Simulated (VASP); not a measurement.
Input of a VASP 6.6.1 run:

POSCAR

```
Sr
1.0
    0.0000000000      3.0624986004      3.0624986004
    3.0624986004      0.0000000000      3.0624986004
    3.0624986004      3.0624986004      0.0000000000
Sr
1
Direct
    0.0000000000      0.0000000000      0.0000000000
```

File INCAR.step1:

```
  PREC = Accurate
  ENCUT = 520
  ISMEAR = -1
  SIGMA = 0.05
  LREAL = False
  LASPH = True
  NELM = 100
  NBANDS = 11
  GGA = PE
  ALGO = Normal
  EDIFF = 1E-4
  LWAVE = True
  LCHARG = False
```

INCAR.step2

```
  PREC = Accurate
  ENCUT = 520
  EDIFF = 1E-6
  ISMEAR = -1
  SIGMA = 0.05
  LREAL = False
  LASPH = True
  NELM = 100
  ALGO = Normal
  ISIF = 2
  LWAVE = False
  LCHARG = False
  METAGGA = R2SCAN
  LMIXTAU = True
  NBANDS = 11
  ISTART = 1
```

File KPOINTS:

```
Automatic mesh
0
Gamma
  6 6 6
```

Potentials or basis: VASP PAW PBE potentials, release 64 (Sr_sv).

The run is started by

```sh
$ cat potpaw_PBE.64/Sr_sv/POTCAR > POTCAR
$ cp INCAR.step1 INCAR
$ mpirun -np 1 vasp_std > vasp.out
$ cp INCAR.step2 INCAR
$ mpirun -np 1 vasp_std > vasp.out
```

(1) Estimate the pressure.

(2) Estimate the band gap on the k mesh.

## Answers

(1) -0.1 GPa.

(2) zero (band 5 reaches 1.46 eV, above the bottom of band 6 at 1.38 eV).

Caveat: the PAW data sets were made with another functional, which shifts forces and pressure a little.
